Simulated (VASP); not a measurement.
# Li (Fm-3m) in VASP: further runs

Runs on Li. Level: PBE. Tasks: single point.

Everything below comes from runs of VASP 6.6.1. Logs are shortened: lines on timing, memory, paths and dates and some standing lists are left out, and cuts for length are marked.

### Step 1. The cell of the first run

Symmetry: Fm-3m, No. 225, cubic system. Conventional cell: a = 3.646 Å, b = 3.646 Å, c = 3.646 Å, α = 90.00°, β = 90.00°, γ = 90.00°. Within 3.4 Å of Li (site symmetry m-3m) lie 12 Li at 2.58 Å.

This isn't the form of Li at room conditions, which is bcc.

### Step 2. Single point, PBE (12.11 Å³/atom)

INCAR reads:

```
PREC = Accurate
ENCUT = 520
EDIFF = 1E-6
ISMEAR = -1
SIGMA = 0.08
LREAL = False
LASPH = True
NELM = 100
ALGO = Normal
ISIF = 2
LWAVE = False
LCHARG = True
GGA = PE
LELF = True
LVHAR = True
NBANDS = 8
```

KPOINTS reads:

```
Automatic mesh
0
Gamma
  17 17 17
```

POSCAR reads:

```
Li
1.0
    0.0000000000      1.8228867765      1.8228867765
    1.8228867765      0.0000000000      1.8228867765
    1.8228867765      1.8228867765      0.0000000000
Li
1
Direct
    0.0000000000      0.0000000000      0.0000000000
```

Potentials or basis: VASP PAW PBE potentials, release 64 (Li_sv).

Run with:

```console
cat potpaw_PBE.64/Li_sv/POTCAR > POTCAR
mpirun -np 1 vasp_std > vasp.out
```

OUTCAR:

```text
PREC = Accurate
   ENCUT = 520
   EDIFF = 1E-6
   ISMEAR = -1
   LREAL = False
   LASPH = True
   NELM = 100
   ISIF = 2
   GGA = PE

 ion  position               nearest neighbor table
   1  0.000  0.000  0.000-

  LATTYP: Found a face centered cubic cell.
 ALAT       =     3.6457735530

  Lattice vectors:

 A1 = (   0.0000000000,   1.8228867765,   1.8228867765)
 A2 = (   1.8228867765,   0.0000000000,   1.8228867765)
 A3 = (   1.8228867765,   1.8228867765,   0.0000000000)

Analysis of symmetry for initial positions (statically):
=====================================================================
 Subroutine PRICEL returns:
 Original cell was already a primitive cell.

 Routine SETGRP: Setting up the symmetry group for a
 face centered cubic supercell.

 Subroutine GETGRP returns: Found 48 space group operations
 (whereof 48 operations were pure point group operations)
 out of a pool of 48 trial point group operations.

The static configuration has the point symmetry O_h .

Analysis of symmetry for dynamics (positions and initial velocities):
=====================================================================
 Subroutine PRICEL returns:
 Original cell was already a primitive cell.

 Routine SETGRP: Setting up the symmetry group for a
 face centered cubic supercell.

 Subroutine GETGRP returns: Found 48 space group operations
 (whereof 48 operations were pure point group operations)
 out of a pool of 48 trial point group operations.

The dynamic configuration has the point symmetry O_h .

 Subroutine INISYM returns: Found 48 space group operations
 (whereof 48 operations are pure point group operations),
 and found     1 'primitive' translations

----------------------------------------------------------------------------------------

                                     Primitive cell

  volume of cell :      12.1146

  direct lattice vectors                    reciprocal lattice vectors
     0.000000000  1.822886777  1.822886777    -0.274290212  0.274290212  0.274290212
     1.822886777  0.000000000  1.822886777     0.274290212 -0.274290212  0.274290212
     1.822886777  1.822886777  0.000000000     0.274290212  0.274290212 -0.274290212

  length of vectors
     2.577951202  2.577951202  2.577951202     0.475084583  0.475084583  0.475084583

  position of ions in fractional coordinates (direct lattice)
     0.000000000  0.000000000  0.000000000

  ion indices of the primitive-cell ions
   primitive index   ion index
                 1           1

----------------------------------------------------------------------------------------

 KPOINTS: Automatic mesh

Automatic generation of k-mesh.
 Grid dimensions read from file:
 generate k-points for:   17   17   17

 Generating k-lattice:

  Cartesian coordinates                     Fractional coordinates (reciprocal lattice)
    -0.016134718  0.016134718  0.016134718     0.058823529  0.000000000  0.000000000
     0.016134718 -0.016134718  0.016134718     0.000000000  0.058823529  0.000000000
     0.016134718  0.016134718 -0.016134718     0.000000000  0.000000000  0.058823529

  Length of vectors
     0.027946152  0.027946152  0.027946152

  Shift w.r.t. Gamma in fractional coordinates (k-lattice)
     0.000000000  0.000000000  0.000000000

 Subroutine IBZKPT returns following result:
 ===========================================

 Found    165 irreducible k-points:

 Following reciprocal coordinates:
            Coordinates               Weight
  0.000000  0.000000  0.000000      1.000000
  0.058824  0.000000  0.000000      8.000000
  0.117647  0.000000  0.000000      8.000000
  0.176471  0.000000  0.000000      8.000000
  0.235294  0.000000  0.000000      8.000000
  0.294118  0.000000  0.000000      8.000000
[... 16 lines left out ...]
 -0.176471  0.058824  0.000000     24.000000
 -0.117647  0.058824  0.000000     24.000000
 [... further k-points ...]
   k-points           NKPTS =    165   k-points in BZ     NKDIM =    165   number of bands    NBANDS=      8
   number of dos      NEDOS =    301   number of ions     NIONS =      1
   total plane-waves  NPLWV =   8000
   dimension x,y,z NGX =    20 NGY =   20 NGZ =   20
   dimension x,y,z NGXF=    40 NGYF=   40 NGZF=   40
   ions per type =               1
   NGX,Y,Z   is equivalent  to a cutoff of  12.90, 12.90, 12.90 a.u.
   NGXF,Y,Z  is equivalent  to a cutoff of  25.80, 25.80, 25.80 a.u.
 SYSTEM =  unknown system
   PREC   = accura    normal or accurate (medium, high low for compatibility)
   ISTART =      0    job   : 0-new  1-cont  2-samecut
   ICHARG =      2    charge: 1-file 2-atom 10-const
   ISPIN  =      1    spin polarized calculation?
   LNONCOLLINEAR =      F non collinear calculations
   LSORBIT =      F    spin-orbit coupling
   LASPH  =      T    aspherical Exc in radial PAW
   ENCUT  =  520.0 eV  38.22 Ry    6.18 a.u.   4.79  4.79  4.79*2*pi/ulx,y,z
   NELM   =    100;   NELMIN=  2; NELMDL= -5     # of ELM steps
   EDIFF  = 0.1E-05   stopping-criterion for ELM
   LREAL  =      F    real-space projection
   EDIFFG = 0.1E-04   stopping-criterion for IOM
   NSW    =      0    number of steps for IOM
   IBRION =     -1    ionic relax: 0-MD 1-quasi-New 2-CG
   NFREE  =      0    steps in history (QN), initial steepest desc. (CG)
   ISIF   =      2    stress and relaxation
   ISYM   =      2    0-nonsym 1-usesym 2-fastsym
   POTIM  = 0.5000    time-step for ionic-motion
   TEBEG  =    0.0;   TEEND  =   0.0 temperature during run
   PSTRESS=    0.0 pullay stress
   NELECT =       3.0000    total number of electrons
   NUPDOWN=      -1.0000    fix difference up-down
   EMIN   =  10.00;   EMAX   =-10.00  energy-range for DOS
   EFERMI =   0.00;   METHOD = LEGACY
   ISMEAR =    -1;   SIGMA  =   0.08  broadening in eV -4-tet -1-fermi 0-gaus
   EFERMI_NEDOS =   21; number of points for ismear=-14 and -15
   IALGO  =     38    algorithm
   IMIX   =      4    mixing-type and parameters
     AMIX     =   0.40;   BMIX     =  1.00
     AMIX_MAG =   1.60;   BMIX_MAG =  1.00
  volume/ion in A,a.u.               =      12.11        81.75
  Fermi-wavevector in a.u.,A,eV,Ry     =   1.028045  1.942724 14.379685  1.056877
  Thomas-Fermi vector in A             =   2.162021
   LORBIT       =      0    0 simple, 1 ext, 2 COOP (PROOUT), +10 PAW based schemes
   GGA     = PE    functional components
   LHFCALC =     F    Hartree Fock is set to
   AEXX    =    0.0000 exact exchange contribution
   IVDW    =     0    specifies the selected vdW correction
   LEPSILON=     F    determine dielectric tensor
   LRPA    =     F    only Hartree local field effects (RPA)
 non-spin polarized calculation
  energy-cutoff  :      520.00
  volume of cell :       12.11
 maximum number of plane-waves:       334
   NGX =  9   NGY =  9   NGZ =  9

 number of electron       3.0000000 magnetization

 Free energy of the ion-electron system (eV)
  ---------------------------------------------------
  ext. energy  EPLUGINS =         0.00000000
  ---------------------------------------------------
  free energy    TOTEN  =        -1.61809499 eV

  energy without entropy =       -1.60789132  energy(sigma->0) =       -1.61299315

 E-fermi :   2.4144     XC(G=0):  -8.4277

 val. band max:        2.3787295110   @ k =  -0.3529   0.1765   0.0588
 cond. band min:       2.5258298996   @ k =  -0.2353   0.2941   0.1176
 fundamental gap:      0.1471003886
 Fermi energy:         2.4143698540

 k-point     1 :       0.0000    0.0000    0.0000
  band No.  band energies     occupation
      1     -43.4032      2.00000
      2      -1.6354      2.00000
      3      22.9918      0.00000
      4      22.9918      0.00000
      5      22.9918      0.00000
      6      27.8099      0.00000
      7      27.8099      0.00000
      8      27.8099      0.00000

 k-point     2 :       0.0588    0.0000    0.0000
  band No.  band energies     occupation
      1     -43.3992      2.00000
      2      -1.5671      2.00000
      3      21.9085      0.00000
      4      22.7557      0.00000
      5      22.7557      0.00000
      6      26.9407      0.00000
      7      28.2103      0.00000
      8      28.2103      0.00000

 k-point     3 :       0.1176    0.0000    0.0000
  band No.  band energies     occupation
      1     -43.3876      2.00000
      2      -1.3617      2.00000
      3      19.5481      0.00000
      4      22.2327      0.00000
      5      22.2327      0.00000
      6      26.8927      0.00000
      7      29.1276      0.00000
      8      29.1276      0.00000

 k-point     4 :       0.1765    0.0000    0.0000
  band No.  band energies     occupation
      1     -43.3699      2.00000
      2      -1.0179      2.00000
      3      16.9576      0.00000
      4      21.6752      0.00000
      5      21.6753      0.00000
      6      27.2912      0.00000
      7      29.6514      0.00000
      8      29.6514      0.00000

 k-point     5 :       0.2353    0.0000    0.0000
  band No.  band energies     occupation
      1     -43.3487      2.00000
      2      -0.5368      2.00000
      3      14.4732      0.00000
      4      21.2042      0.00000
      5      21.2042      0.00000
      6      27.6207      0.00000
      7      28.8279      0.00000
      8      28.8279      0.00000
[... 177 lines left out ...]
 k-point    22 :      -0.2353    0.0588    0.0000
  band No.  band energies     occupation
      1     -43.3387      2.00000
      2      -0.2791      2.00000
      3      13.6847      0.00000
      4      19.6298      0.00000
      5      22.0358      0.00000
      6      26.8388      0.00000
      7      27.6540      0.00000
      8      29.2894      0.00000

 k-point    23 :      -0.1765    0.0588    0.0000
  band No.  band energies     occupation
      1     -43.3602      2.00000
      2      -0.8084      2.00000
      3      16.0857      0.00000
      4      20.0232      0.00000
      5      22.5395      0.00000
      6      27.1873      0.00000
      7      28.6958      0.00000
      8      29.3439      0.00000

 k-point    24 :      -0.1176    0.0588    0.0000
  band No.  band energies     occupation
      1     -43.3790      2.00000
      2      -1.2004      2.00000
      3      18.6151      0.00000
      4      20.5892      0.00000
      5      22.9624      0.00000
      6      26.7759      0.00000
      7      28.6985      0.00000
      8      30.4600      0.00000

 [... further k-points ...]

------------------------ aborting loop because EDIFF is reached ----------------------------------------

  FORCE on cell =-STRESS in cart. coord.  units (eV):
  Direction    XX          YY          ZZ          XY          YZ          ZX
  --------------------------------------------------------------------------------------
  -------------------------------------------------------------------------------------
  Total        1.2509843      1.2509843      1.2509843      0.0000000      0.0000000      0.0000000
  in kB      165.4448896    165.4448896    165.4448896      0.0000000      0.0000000      0.0000000
  external PRESSURE =     165.4448896 kB  Pullay stress =       0.0000000 kB

 VOLUME and BASIS-vectors are now :
 -----------------------------------------------------------------------------
  energy-cutoff  :      520.00
  volume of cell :       12.11
      direct lattice vectors                 reciprocal lattice vectors
     0.000000000  1.822886777  1.822886777    -0.274290212  0.274290212  0.274290212
     1.822886777  0.000000000  1.822886777     0.274290212 -0.274290212  0.274290212
     1.822886777  1.822886777  0.000000000     0.274290212  0.274290212 -0.274290212

 POSITION                                       TOTAL-FORCE (eV/Angst)
 -----------------------------------------------------------------------------------
      0.00000      0.00000      0.00000         0.000000     -0.000000      0.000000
 -----------------------------------------------------------------------------------
    total drift:                                0.000000      0.000000      0.000000

  FREE ENERGIE OF THE ION-ELECTRON SYSTEM (eV)
  ---------------------------------------------------
  free  energy   TOTEN  =        -1.6180949924 eV

  energy  without entropy=       -1.6078913175  energy(sigma->0) =       -1.61299315
```

Run time: 9.8 s. Hardware: 1 thread of Intel Xeon Platinum 8488C (Sapphire Rapids), shared host; peak memory 0.12 GiB.

What came out:

```yaml
Free_energy: -1.6181 eV
Band_gap_on_the_k_mesh: zero (an odd number of electrons rules out a gap without spin polarisation)
```

Caveat: the cutoff is under 1.25 times the usual one of these potentials, so pressure, stress and relaxed cells hold a basis-set (Pulay) error.

### Step 3. Single point, PBE (12.11 Å³/atom)

INCAR reads:

```
SYSTEM = Li
  ALGO = Normal
  EDIFF = 1E-6
  ENCUT = 520
  GGA = PE
  ISIF = 2
  ISMEAR = -1
  LASPH = .True.
  LCHARG = .True.
  LELF = .True.
  LREAL = .False.
  LVHAR = .True.
  LWAVE = .False.
  NBANDS = 8
  NELM = 100
  PREC = Accurate
  SIGMA = 0.08
```

KPOINTS reads:

```
k-points
0
Gamma
  17 17 17
  0 0 0
```

POSCAR is that of step 2.

Potentials or basis: VASP PAW PBE potentials, release 64 (Li_sv).

Run with:

```console
cat potpaw_PBE.64/Li_sv/POTCAR > POTCAR
mpirun -np 1 vasp_std > vasp.out
```

Run time: 12 s. Hardware: 1 thread of Intel Xeon Platinum 8488C (Sapphire Rapids), shared host; peak memory 0.12 GiB.

The run converged. Its results:

```yaml
Free_energy: -1.6181 eV
Band_gap_on_the_k_mesh: zero (an odd number of electrons rules out a gap without spin polarisation)
```

Levels at points of the mesh, in eV from the Fermi level:
| k point | band 1 | band 2 | band 3 | band 4 | band 5 |
| --- | --- | --- | --- | --- | --- |
| (0.00, 0.00, 0.00) | -45.82 | -4.05 | 20.58 | 20.58 | 20.58 |

Caveat: the cutoff is under 1.25 times the usual one of these potentials, so pressure, stress and relaxed cells hold a basis-set (Pulay) error.

The gap in the log of VASP goes by the Fermi energy; the results here count the filled bands.